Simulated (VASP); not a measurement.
A run of VASP 6.6.1 is set up as follows.

The input INCAR:

```
PREC = Accurate
ENCUT = 600
EDIFF = 1E-6
ISMEAR = 0
SIGMA = 0.1
LREAL = False
LASPH = True
NELM = 80
ALGO = Fast
ISIF = 3
LWAVE = False
LCHARG = False
GGA = PE
IBRION = 2
NSW = 70
EDIFFG = -0.008
PSTRESS = 80.0
```

The input KPOINTS:

```
Automatic mesh
0
Gamma
  20 20 20
```

Contents of POSCAR:

```
Cu
1.0
   -1.4490025063      1.4490025063      1.3567254788
    1.4490025063     -1.4490025063      1.3567254788
    1.4490025063      1.4490025063     -1.3567254788
Cu
1
Direct
    0.0000000000      0.0000000000      0.0000000000
```

Potentials or basis: VASP PAW PBE potentials, release 64 (Cu).

Launch:

```console
$ cat potpaw_PBE.64/Cu/POTCAR > POTCAR
$ mpirun -np 1 vasp_std > vasp.out
```

Q: Estimate the relaxed cell.

A: a = 2.462 Å, b = 2.462 Å, c = 2.462 Å, α = 107.75°, β = 107.75°, γ = 112.97°.

Q: Estimate the band gap on the k mesh.

A: Zero (an odd number of electrons rules out a gap without spin polarisation).

Q: What does it give for the space group after relaxing (to 0.1 Å)?

A: I4/mmm (No. 139).

Q: What does it give for the relaxed volume?

A: 11.46 Å³/atom.

Final structure:
```cif
data_structure
_symmetry_space_group_name_H-M 'P 1'
_symmetry_Int_Tables_number 1
_cell_length_a 2.4621
_cell_length_b 2.4621
_cell_length_c 2.4621
_cell_angle_alpha 107.751
_cell_angle_beta 107.751
_cell_angle_gamma 112.970
_cell_volume 11.46
loop_
_atom_site_label
_atom_site_type_symbol
_atom_site_fract_x
_atom_site_fract_y
_atom_site_fract_z
_atom_site_occupancy
Cu1 Cu 0.00000 0.00000 0.00000 1
```

Caveat: the cell is relaxed towards a set pressure, so the run minimises the enthalpy, not the energy.
